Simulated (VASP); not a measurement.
# Ir (Fm-3m) in VASP: single point with LDA

Aim: the single point of Ir with LDA.

Program: VASP 6.6.1. These are calculated values, not measurements. Logs are shortened: lines on timing, memory, paths and dates and some standing lists are left out, and cuts for length are marked.

## Step 1: The cell of the first run

Symmetry: Fm-3m, No. 225, cubic system. The conventional cell has a = 3.831 Å, b = 3.831 Å, c = 3.831 Å, α = 90.00°, β = 90.00°, γ = 90.00°. Within 3.6 Å of Ir (site symmetry m-3m) lie 12 Ir at 2.71 Å.

## Step 2: Single point, LDA

INCAR reads:

```
SYSTEM = Ir
PREC = Accurate
ENCUT = 500
EDIFF = 1E-6
ISMEAR = -1
SIGMA = 0.0272
LREAL = .False.
LASPH = .True.
NELM = 120
ALGO = Normal
ISIF = 2
LWAVE = .False.
LCHARG = .False.
GGA = CA
NBANDS = 10
GGA_COMPAT = .False.
```

KPOINTS reads:

```
Automatic mesh
0
Gamma
  12 12 12
  0 0 0
```

POSCAR reads:

```
Ir
1.0
    0.0000000000      1.9156000000      1.9156000000
    1.9156000000      0.0000000000      1.9156000000
    1.9156000000      1.9156000000      0.0000000000
Ir
1
Direct
    0.0000000000      0.0000000000      0.0000000000
```

Potentials or basis: VASP PAW LDA potentials, release 64 (Ir).

On the command line:

```
> cat potpaw_LDA.64/Ir/POTCAR > POTCAR
> mpirun -np 1 vasp_std > vasp.out
```

OUTCAR:

```text
SYSTEM = Ir
   PREC = Accurate
   ENCUT = 500
   EDIFF = 1E-6
   ISMEAR = -1
   LREAL = .False.
   LASPH = .True.
   NELM = 120
   ISIF = 2
   GGA = CA

 ion  position               nearest neighbor table
   1  0.000  0.000  0.000-

  LATTYP: Found a face centered cubic cell.
 ALAT       =     3.8312000000

  Lattice vectors:

 A1 = (   0.0000000000,   1.9156000000,   1.9156000000)
 A2 = (   1.9156000000,   0.0000000000,   1.9156000000)
 A3 = (   1.9156000000,   1.9156000000,   0.0000000000)

Analysis of symmetry for initial positions (statically):
=====================================================================
 Subroutine PRICEL returns:
 Original cell was already a primitive cell.

 Routine SETGRP: Setting up the symmetry group for a
 face centered cubic supercell.

 Subroutine GETGRP returns: Found 48 space group operations
 (whereof 48 operations were pure point group operations)
 out of a pool of 48 trial point group operations.

The static configuration has the point symmetry O_h .

Analysis of symmetry for dynamics (positions and initial velocities):
=====================================================================
 Subroutine PRICEL returns:
 Original cell was already a primitive cell.

 Routine SETGRP: Setting up the symmetry group for a
 face centered cubic supercell.

 Subroutine GETGRP returns: Found 48 space group operations
 (whereof 48 operations were pure point group operations)
 out of a pool of 48 trial point group operations.

The dynamic configuration has the point symmetry O_h .

 Subroutine INISYM returns: Found 48 space group operations
 (whereof 48 operations are pure point group operations),
 and found     1 'primitive' translations

----------------------------------------------------------------------------------------

                                     Primitive cell

  volume of cell :      14.0587

  direct lattice vectors                    reciprocal lattice vectors
     0.000000000  1.915600000  1.915600000    -0.261014826  0.261014826  0.261014826
     1.915600000  0.000000000  1.915600000     0.261014826 -0.261014826  0.261014826
     1.915600000  1.915600000  0.000000000     0.261014826  0.261014826 -0.261014826

  length of vectors
     2.709067500  2.709067500  2.709067500     0.452090940  0.452090940  0.452090940

  position of ions in fractional coordinates (direct lattice)
     0.000000000  0.000000000  0.000000000

  ion indices of the primitive-cell ions
   primitive index   ion index
                 1           1

----------------------------------------------------------------------------------------

 KPOINTS: Automatic mesh

Automatic generation of k-mesh.
 Grid dimensions read from file:
 generate k-points for:   12   12   12

 Generating k-lattice:

  Cartesian coordinates                     Fractional coordinates (reciprocal lattice)
    -0.021751235  0.021751235  0.021751235     0.083333333  0.000000000  0.000000000
     0.021751235 -0.021751235  0.021751235     0.000000000  0.083333333  0.000000000
     0.021751235  0.021751235 -0.021751235     0.000000000  0.000000000  0.083333333

  Length of vectors
     0.037674245  0.037674245  0.037674245

  Shift w.r.t. Gamma in fractional coordinates (k-lattice)
     0.000000000  0.000000000  0.000000000

 Subroutine IBZKPT returns following result:
 ===========================================

 Found     72 irreducible k-points:

 Following reciprocal coordinates:
            Coordinates               Weight
  0.000000  0.000000  0.000000      1.000000
  0.083333  0.000000  0.000000      8.000000
  0.166667  0.000000  0.000000      8.000000
  0.250000  0.000000  0.000000      8.000000
  0.333333  0.000000  0.000000      8.000000
  0.416667  0.000000  0.000000      8.000000
[... 16 lines left out ...]
  0.500000  0.166667  0.000000     24.000000
 -0.416667  0.166667  0.000000     24.000000
 [... further k-points ...]
   k-points           NKPTS =     72   k-points in BZ     NKDIM =     72   number of bands    NBANDS=     10
   number of dos      NEDOS =    301   number of ions     NIONS =      1
   total plane-waves  NPLWV =   8000
   dimension x,y,z NGX =    20 NGY =   20 NGZ =   20
   dimension x,y,z NGXF=    40 NGYF=   40 NGZF=   40
   ions per type =               1
   NGX,Y,Z   is equivalent  to a cutoff of  12.27, 12.27, 12.27 a.u.
   NGXF,Y,Z  is equivalent  to a cutoff of  24.55, 24.55, 24.55 a.u.
 SYSTEM =  Ir
   PREC   = accura    normal or accurate (medium, high low for compatibility)
   ISTART =      0    job   : 0-new  1-cont  2-samecut
   ICHARG =      2    charge: 1-file 2-atom 10-const
   ISPIN  =      1    spin polarized calculation?
   LNONCOLLINEAR =      F non collinear calculations
   LSORBIT =      F    spin-orbit coupling
   LASPH  =      T    aspherical Exc in radial PAW
   ENCUT  =  500.0 eV  36.75 Ry    6.06 a.u.   4.94  4.94  4.94*2*pi/ulx,y,z
   NELM   =    120;   NELMIN=  2; NELMDL= -5     # of ELM steps
   EDIFF  = 0.1E-05   stopping-criterion for ELM
   LREAL  =      F    real-space projection
   EDIFFG = 0.1E-04   stopping-criterion for IOM
   NSW    =      0    number of steps for IOM
   IBRION =     -1    ionic relax: 0-MD 1-quasi-New 2-CG
   NFREE  =      0    steps in history (QN), initial steepest desc. (CG)
   ISIF   =      2    stress and relaxation
   ISYM   =      2    0-nonsym 1-usesym 2-fastsym
   POTIM  = 0.5000    time-step for ionic-motion
   TEBEG  =    0.0;   TEEND  =   0.0 temperature during run
   PSTRESS=    0.0 pullay stress
   NELECT =       9.0000    total number of electrons
   NUPDOWN=      -1.0000    fix difference up-down
   EMIN   =  10.00;   EMAX   =-10.00  energy-range for DOS
   EFERMI =   0.00;   METHOD = LEGACY
   ISMEAR =    -1;   SIGMA  =   0.03  broadening in eV -4-tet -1-fermi 0-gaus
   EFERMI_NEDOS =   21; number of points for ismear=-14 and -15
   IALGO  =     38    algorithm
   IMIX   =      4    mixing-type and parameters
     AMIX     =   0.40;   BMIX     =  1.00
     AMIX_MAG =   1.60;   BMIX_MAG =  1.00
  volume/ion in A,a.u.               =      14.06        94.87
  Fermi-wavevector in a.u.,A,eV,Ry     =   1.410937  2.666284 27.085691  1.990742
  Thomas-Fermi vector in A             =   2.532839
   LORBIT       =      0    0 simple, 1 ext, 2 COOP (PROOUT), +10 PAW based schemes
   GGA     = CA    functional components
   LHFCALC =     F    Hartree Fock is set to
   AEXX    =    0.0000 exact exchange contribution
   IVDW    =     0    specifies the selected vdW correction
   LEPSILON=     F    determine dielectric tensor
   LRPA    =     F    only Hartree local field effects (RPA)
 non-spin polarized calculation
  energy-cutoff  :      500.00
  volume of cell :       14.06
 maximum number of plane-waves:       368
   NGX =  9   NGY =  9   NGZ =  9

 number of electron       9.0000000 magnetization

 Free energy of the ion-electron system (eV)
  ---------------------------------------------------
  ext. energy  EPLUGINS =         0.00000000
  ---------------------------------------------------
  free energy    TOTEN  =       -10.34349753 eV

  energy without entropy =      -10.34220398  energy(sigma->0) =      -10.34285075

 E-fermi :  10.4580     XC(G=0): -14.1764

 val. band max:       10.4535498163   @ k =  -0.2500   0.0833   0.0000
 cond. band min:      10.5917612856   @ k =   0.3333   0.1667   0.0833
 fundamental gap:      0.1382114693
 Fermi energy:        10.4579836421

 k-point     1 :       0.0000    0.0000    0.0000
  band No.  band energies     occupation
      1      -0.7524      2.00000
      2       6.4646      2.00000
      3       6.4646      2.00000
      4       6.4646      2.00000
      5       9.2145      2.00000
      6       9.2145      2.00000
      7      24.7564      0.00000
      8      30.3278      0.00000
      9      30.3278      0.00000
     10      30.3278      0.00000

 k-point     2 :       0.0833    0.0000    0.0000
  band No.  band energies     occupation
      1      -0.4435      2.00000
      2       6.3053      2.00000
      3       6.5962      2.00000
      4       6.5962      2.00000
      5       9.1324      2.00000
      6       9.1324      2.00000
      7      25.2864      0.00000
      8      28.9019      0.00000
      9      30.8398      0.00000
     10      30.8398      0.00000

 k-point     3 :       0.1667    0.0000    0.0000
  band No.  band energies     occupation
      1       0.4025      2.00000
      2       5.9870      2.00000
      3       6.8648      2.00000
      4       6.8648      2.00000
      5       9.0526      2.00000
      6       9.0526      2.00000
      7      26.3461      0.00000
      8      26.8120      0.00000
      9      32.2701      0.00000
     10      32.2701      0.00000

 k-point     4 :       0.2500    0.0000    0.0000
  band No.  band energies     occupation
      1       1.4620      2.00000
      2       5.9702      2.00000
      3       6.9196      2.00000
      4       6.9196      2.00000
      5       9.3904      2.00000
      6       9.3904      2.00000
      7      24.2472      0.00000
      8      27.2647      0.00000
      9      34.1900      0.00000
     10      34.1907      0.00000
[... 222 lines left out ...]
 k-point    22 :       0.4167    0.1667    0.0000
  band No.  band energies     occupation
      1       3.0464      2.00000
      2       5.5660      2.00000
      3       6.2539      2.00000
      4       7.5631      2.00000
      5      11.2446      0.00000
      6      11.5939      0.00000
      7      20.9552      0.00000
      8      26.7083      0.00000
      9      28.7985      0.00000
     10      30.9802      0.00000

 k-point    23 :       0.5000    0.1667    0.0000
  band No.  band energies     occupation
      1       3.1185      2.00000
      2       5.5905      2.00000
      3       7.0663      2.00000
      4       7.3230      2.00000
      5      11.4060      0.00000
      6      13.6467      0.00000
      7      18.0378      0.00000
      8      25.9662      0.00000
      9      28.7970      0.00000
     10      29.3541      0.00000

 k-point    24 :      -0.4167    0.1667    0.0000
  band No.  band energies     occupation
      1       3.1893      2.00000
      2       5.6125      2.00000
      3       7.2101      2.00000
      4       7.4153      2.00000
      5      10.8703      0.00000
      6      14.2441      0.00000
      7      17.7231      0.00000
      8      25.7923      0.00000
      9      28.0327      0.00000
     10      30.0421      0.00000

 [... further k-points ...]

------------------------ aborting loop because EDIFF is reached ----------------------------------------

  FORCE on cell =-STRESS in cart. coord.  units (eV):
  Direction    XX          YY          ZZ          XY          YZ          ZX
  --------------------------------------------------------------------------------------
  -------------------------------------------------------------------------------------
  Total       -0.3706371     -0.3706371     -0.3706371      0.0000000      0.0000000      0.0000000
  in kB      -42.2391303    -42.2391303    -42.2391303      0.0000000      0.0000000      0.0000000
  external PRESSURE =     -42.2391303 kB  Pullay stress =       0.0000000 kB

 VOLUME and BASIS-vectors are now :
 -----------------------------------------------------------------------------
  energy-cutoff  :      500.00
  volume of cell :       14.06
      direct lattice vectors                 reciprocal lattice vectors
     0.000000000  1.915600000  1.915600000    -0.261014826  0.261014826  0.261014826
     1.915600000  0.000000000  1.915600000     0.261014826 -0.261014826  0.261014826
     1.915600000  1.915600000  0.000000000     0.261014826  0.261014826 -0.261014826

 POSITION                                       TOTAL-FORCE (eV/Angst)
 -----------------------------------------------------------------------------------
      0.00000      0.00000      0.00000         0.000000      0.000000      0.000000
 -----------------------------------------------------------------------------------
    total drift:                                0.000000      0.000000      0.000000

  FREE ENERGIE OF THE ION-ELECTRON SYSTEM (eV)
  ---------------------------------------------------
  free  energy   TOTEN  =       -10.3434975260 eV

  energy  without entropy=      -10.3422039772  energy(sigma->0) =      -10.34285075
```

Run time: 8.2 s. Hardware: 1 thread of Intel Xeon Platinum 8559C (Emerald Rapids), shared host; peak memory 0.12 GiB.

What came out:

| Property | Result |
| --- | --- |
| Free energy | -10.3435 eV |
| Pressure | -4.2 GPa |

Caveat: spin-orbit coupling is left out, which moves the levels of the heavy elements.
